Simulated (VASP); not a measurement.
# MnO (Fm-3m) in VASP: further runs, part 3 of 3

VASP 6.6.1.

### 5 Electric field gradients, PBE, collinear spin, ferromagnetic start (volume scaled by 0.97)

INCAR reads:

```
SYSTEM = MnO
PREC     = Accurate       ! precision mode
ENCUT    = 520            ! plane-wave cutoff, eV
EDIFF    = 1E-8           ! SCF threshold, eV
ISMEAR   = -1             ! smearing method
SIGMA    = 0.05           ! smearing width, eV
LREAL    = .FALSE.        ! projectors in reciprocal space
LASPH    = .TRUE.         ! aspherical terms in the spheres
NELM     = 150            ! most SCF steps
ALGO     = Normal         ! electronic algorithm
ISIF     = 2              ! what is computed and relaxed
LWAVE    = .FALSE.        ! write WAVECAR
LCHARG   = .FALSE.        ! write CHGCAR
ISPIN    = 2              ! spin polarisation
MAGMOM   = 4 0            ! initial moments
LORBIT   = 11             ! projections on sites
LMAXMIX  = 4              ! l up to which the mixer works
GGA      = PE             ! functional
LEFG     = .TRUE.       
NBANDS   = 20             ! bands
```

KPOINTS reads:

```
Automatic mesh
0
G
  14 14 14
  0 0 0
```

POSCAR reads:

```
MnO
1.0
    0.0000000000      2.1995540209      2.1995540209
    2.1995540209      0.0000000000      2.1995540209
    2.1995540209      2.1995540209      0.0000000000
Mn O
1 1
Direct
    0.0000000000      0.0000000000      0.0000000000
    0.5000000000      0.5000000000      0.5000000000
```

Potentials or basis: VASP PAW PBE potentials, release 64 (Mn_pv, O).

Run with:

```
$ cat potpaw_PBE.64/Mn_pv/POTCAR potpaw_PBE.64/O/POTCAR > POTCAR
$ mpirun -np 1 vasp_std > vasp.out
```

OUTCAR:

```text
SYSTEM = MnO
   PREC = Accurate
   ENCUT = 520
   EDIFF = 1E-8
   ISMEAR = -1
   LREAL = .FALSE.
   LASPH = .TRUE.
   NELM = 150
   ISIF = 2
   ISPIN = 2
   LORBIT = 11
   GGA = PE

 ion  position               nearest neighbor table
   1  0.000  0.000  0.000-   2 2.20   2 2.20   2 2.20   2 2.20   2 2.20   2 2.20
   2  0.500  0.500  0.500-   1 2.20   1 2.20   1 2.20   1 2.20   1 2.20   1 2.20

  LATTYP: Found a face centered cubic cell.
 ALAT       =     4.3991080418

  Lattice vectors:

 A1 = (   0.0000000000,   2.1995540209,   2.1995540209)
 A2 = (   2.1995540209,   0.0000000000,   2.1995540209)
 A3 = (   2.1995540209,   2.1995540209,   0.0000000000)

Analysis of symmetry for initial positions (statically):
=====================================================================
 Subroutine PRICEL returns:
 Original cell was already a primitive cell.

 Routine SETGRP: Setting up the symmetry group for a
 face centered cubic supercell.

 Subroutine GETGRP returns: Found 48 space group operations
 (whereof 48 operations were pure point group operations)
 out of a pool of 48 trial point group operations.

The static configuration has the point symmetry O_h .

Analysis of symmetry for dynamics (positions and initial velocities):
=====================================================================
 Subroutine PRICEL returns:
 Original cell was already a primitive cell.

 Routine SETGRP: Setting up the symmetry group for a
 face centered cubic supercell.

 Subroutine GETGRP returns: Found 48 space group operations
 (whereof 48 operations were pure point group operations)
[... 1287 lines left out ...]
  -------------------------------------------------------------------------------------
  Total        0.4731265      0.4731265      0.4731265      0.0000000     -0.0000000      0.0000000
  in kB       35.6167238     35.6167238     35.6167238      0.0000000     -0.0000000      0.0000000
  external PRESSURE =      35.6167238 kB  Pullay stress =       0.0000000 kB

 VOLUME and BASIS-vectors are now :
 -----------------------------------------------------------------------------
  energy-cutoff  :      520.00
  volume of cell :       21.28
      direct lattice vectors                 reciprocal lattice vectors
     0.000000000  2.199554021  2.199554021    -0.227318809  0.227318809  0.227318809
     2.199554021  0.000000000  2.199554021     0.227318809 -0.227318809  0.227318809
     2.199554021  2.199554021  0.000000000     0.227318809  0.227318809 -0.227318809

 POSITION                                       TOTAL-FORCE (eV/Angst)
 -----------------------------------------------------------------------------------
      0.00000      0.00000      0.00000        -0.000000      0.000000     -0.000000
      2.19955      2.19955      2.19955         0.000000     -0.000000      0.000000
 -----------------------------------------------------------------------------------
    total drift:                                0.000000     -0.000000     -0.000000

  FREE ENERGIE OF THE ION-ELECTRON SYSTEM (eV)
  ---------------------------------------------------
  free  energy   TOTEN  =       -16.3983013821 eV

  energy  without entropy=      -16.3899989470  energy(sigma->0) =      -16.39415016

 Electric field gradients (V/A^2)
---------------------------------------------------------------------
 ion       V_xx      V_yy      V_zz      V_xy      V_xz      V_yz
---------------------------------------------------------------------
   1      -0.000    -0.000     0.000     0.003     0.003     0.003
   2       0.000     0.000     0.000    -0.001    -0.001    -0.001
---------------------------------------------------------------------

 Electric field gradients after diagonalization (V/A^2)
 (convention: |V_zz| > |V_xx| > |V_yy|)
----------------------------------------------------------------------
 ion       V_xx      V_yy      V_zz     asymmetry (V_yy - V_xx)/ V_zz
----------------------------------------------------------------------
   1      -0.003    -0.003     0.007       0.000
   2       0.001     0.001    -0.002       0.000
----------------------------------------------------------------------

           NMR quadrupolar parameters

 Cq : quadrupolar parameter    Cq=e*Q*V_zz/h
 eta: asymmetry parameters     (V_yy - V_xx)/ V_zz
 Q  : nuclear electric quadrupole moment in mb (millibarn)
----------------------------------------------------------------------
 ion       Cq(MHz)       eta       Q (mb)
----------------------------------------------------------------------
   1       0.000       0.000       1.000
   2      -0.000       0.000       1.000
----------------------------------------------------------------------

 total charge

# of ion       s       p       d       tot
------------------------------------------
    1        0.208   6.186   4.995  11.389
    2        1.562   3.425   0.000   4.987
--------------------------------------------------
tot          1.769   9.612   4.995  16.376

 magnetization (x)

# of ion       s       p       d       tot
------------------------------------------
    1        0.034   0.026   4.202   4.262
    2        0.031   0.165   0.000   0.196
--------------------------------------------------
tot          0.065   0.191   4.202   4.458
```

OSZICAR:

```text
N       E                     dE             d eps       ncg     rms          rms(c)
DAV:   1     0.169725510728E+03    0.16973E+03   -0.10356E+04  8368   0.113E+03
DAV:   2    -0.102736050747E+02   -0.18000E+03   -0.16747E+03  8496   0.327E+02
DAV:   3    -0.186276935054E+02   -0.83541E+01   -0.82503E+01  9376   0.762E+01
DAV:   4    -0.186885522458E+02   -0.60859E-01   -0.60844E-01  9532   0.667E+00
DAV:   5    -0.186890553473E+02   -0.50310E-03   -0.50309E-03  9340   0.612E-01    0.142E+01
DAV:   6    -0.167020079366E+02    0.19870E+01   -0.93496E+00 11328   0.343E+01    0.132E+01
DAV:   7    -0.164096555550E+02    0.29235E+00   -0.12167E+00  9600   0.160E+01    0.800E+00
DAV:   8    -0.164089871607E+02    0.66839E-03   -0.10907E-01  9104   0.245E+00    0.478E+00
DAV:   9    -0.163951472832E+02    0.13840E-01   -0.34241E-02  9024   0.200E+00    0.119E+00
DAV:  10    -0.163979110650E+02   -0.27638E-02   -0.66138E-03  9064   0.954E-01    0.243E-01
DAV:  11    -0.163982474282E+02   -0.33636E-03   -0.94392E-04  9568   0.283E-01    0.894E-02
DAV:  12    -0.163982866412E+02   -0.39213E-04   -0.37450E-05  9236   0.731E-02    0.303E-02
DAV:  13    -0.163982948611E+02   -0.82198E-05   -0.64148E-06  9512   0.228E-02    0.310E-02
DAV:  14    -0.163983013203E+02   -0.64592E-05   -0.51066E-06  9164   0.180E-02    0.612E-03
DAV:  15    -0.163983013924E+02   -0.72178E-07   -0.21340E-07  9584   0.408E-03    0.217E-03
DAV:  16    -0.163983013795E+02    0.12944E-07   -0.41072E-08  9344   0.167E-03    0.146E-03
DAV:  17    -0.163983013821E+02   -0.25952E-08   -0.14935E-08  8532   0.121E-03
   1 F= -.16398301E+02 E0= -.16394150E+02  d E =-.830244E-02  mag=     4.6800
```

Wall time 33 s (1 thread of Intel Xeon 6975P-C (Granite Rapids), shared host); peak memory 0.19 GiB.

What came out:

- Free energy: -16.3983 eV
- Pressure: 3.6 GPa
- Net moment: 4.68 μB per cell
- Site moments: Mn +4.26; O +0.20 μB
- Valence electrons inside the program's atomic spheres: Mn 11.39; O 4.99

Caveat: without QUAD_EFG the Cq values of the log hold for a quadrupole moment of 1 mb, not for the nuclei; a cell with one magnetic atom can't hold antiferromagnetic order, which such compounds often take; semilocal functionals often make such compounds metallic where correlation or magnetic order opens a gap, which also shifts bond lengths.

### 6 The runs side by side

| cell | gap on the mesh (eV) | pressure (GPa) | moment (μB) |
| --- | --- | --- | --- |
| a = 3.173 Å, angles 60.0°, 2 atoms | none | -3.1 | 4.83 |
| a = 3.204 Å, angles 60.0°, 2 atoms | none | -5.8 | 4.89 |
| a = 3.079 Å, angles 60.0°, 2 atoms | none | 7.3 | 4.58 |
| a = 3.111 Å, angles 60.0°, 2 atoms | none | 3.6 | 4.68 |

Alike in all rows: task electric field gradients; level PBE; potentials or basis VASP PAW PBE potentials, release 64 (Mn_pv, O); spin collinear, ferromagnetic start; k mesh 14 × 14 × 14; cutoff (eV) 520; smearing fermi-dirac 0.05 eV.

Caveats: a cell with one magnetic atom can't hold antiferromagnetic order, which such compounds often take; semilocal functionals often make such compounds metallic where correlation or magnetic order opens a gap, which also shifts bond lengths.

Absolute energies hang on the potentials; compare differences alone.
